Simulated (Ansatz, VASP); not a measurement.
**One calculation of Pd, two programs**

```
Pd
1.0
     2.64438    0.00000    0.00000
     0.00000    2.64438    0.00000
     0.00000    0.00000    2.64438
Pd
1
Direct
  0.00000 0.00000 0.00000
```

Alike in both runs: functional RPBE; k mesh 12 × 12 × 12; occupations fermi-dirac, width 0.1 eV; no spin polarisation.

Ansatz relaxed the structure, and its values are those at the end. VASP's run is a single point on that final structure, the one shown.

```csv
,VASP,Ansatz
version,VASP 6.6.1,Ansatz 0.2.0
potentials or method,"VASP PAW PBE potentials, release 64 (Pd), cutoff 520 eV","plane waves (420 eV) with PAW, scalar-relativistic"
valence electrons in the cell,10,18
```

Ansatz gave:

- pressure (GPa): 0.0

Question: Estimate VASP's values.

Answer: Pressure (GPa): -0.2.

VASP's potentials were made for PBE, not for RPBE. VASP's potentials hold 10 valence electrons a cell and Ansatz's 18, so a difference there can come from the potentials and not from the codes.
